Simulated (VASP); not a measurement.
Write the native input for VASP 6.6.1 that does the following.

* Task: single point
* Functional: PBE
* Potentials or basis: VASP PAW PBE potentials, release 64 (Zn, Se)
* Cutoff: 520 eV
* k mesh: 8 × 8 × 8
* Occupations: gaussian, width 0.01 eV
* Spin: no spin polarisation
* Dipole correction: no
* Further INCAR settings: ALGO = Normal; EDIFF = 1e-07; NBANDS = 16

The structure of ZnSe lies in POSCAR:

```
ZnSe
1.0
    0.0000000000      2.8324253885      2.8324253885
    2.8324253885      0.0000000000      2.8324253885
    2.8324253885      2.8324253885      0.0000000000
Zn Se
1 1
Direct
    0.0000000000      0.0000000000      0.0000000000
    0.7500000000      0.7500000000      0.7500000000
```

These files were run (other wordings do the same):

INCAR

```
PREC     = Accurate       # precision mode
ENCUT    = 520            # plane-wave cutoff, eV
EDIFF    = 1E-7           # SCF threshold, eV
ISMEAR   = 0              # smearing method
SIGMA    = 0.01           # smearing width, eV
LREAL    = F              # projectors in reciprocal space
LASPH    = T              # aspherical terms in the spheres
NELM     = 80             # most SCF steps
ALGO     = Normal         # electronic algorithm
ISIF     = 2              # what is computed and relaxed
LWAVE    = F              # write WAVECAR
LCHARG   = T              # write CHGCAR
GGA      = PE             # functional
LELF     = T              # ELF
LVHAR    = T            
NBANDS   = 16             # bands
```

KPOINTS

```
Automatic mesh
0
Gamma
  8 8 8
```

Potentials or basis: VASP PAW PBE potentials, release 64 (Zn, Se).

Command:

```sh
$ cat potpaw_PBE.64/Zn/POTCAR potpaw_PBE.64/Se/POTCAR > POTCAR
$ mpirun -np 1 vasp_std > vasp.out
```

Results of the run:

The pressure is 2.4 GPa and the band gap on the k mesh is 1.30 eV, direct.

Run time: 43 s on 1 thread of Intel(R) Xeon(R) Platinum 8259CL CPU @ 2.50GHz (Skylake/Cascade Lake), on a shared host, peak memory 0.17 GiB.
